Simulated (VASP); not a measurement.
A run of VASP 6.6.1 is set up as follows.

Contents of INCAR:

```
ALGO = Normal
EDIFF = 1E-6
ENCUT = 520
GGA = RE
ISIF = 2
ISMEAR = -1
IVDW = 13
LASPH = True
LCHARG = True
LELF = True
LREAL = False
LVHAR = True
LWAVE = False
NBANDS = 17
NELM = 100
PREC = Accurate
SIGMA = 0.05
```

File KPOINTS:

```
k-points
0
Gamma
  7 7 7
```

POSCAR

```
TePb
1.0
    0.0000000000      3.2523979746      3.2523979746
    3.2523979746      0.0000000000      3.2523979746
    3.2523979746      3.2523979746      0.0000000000
Pb Te
1 1
Direct
    0.0000000000      0.0000000000      0.0000000000
    0.5000000000      0.5000000000      0.5000000000
```

Potentials or basis: VASP PAW PBE potentials, release 64 (Pb_d, Te).

Launch:

```bash
$ cat potpaw_PBE.64/Pb_d/POTCAR potpaw_PBE.64/Te/POTCAR > POTCAR
$ mpirun -np 1 vasp_std > vasp.out
```

(1) Predict the dispersion energy per atom.

(2) What does it give for the pressure?

Answers

(1) -0.641 eV.

(2) -0.6 GPa.

Caveat: the PAW data sets were made with another functional, which shifts forces and pressure a little.
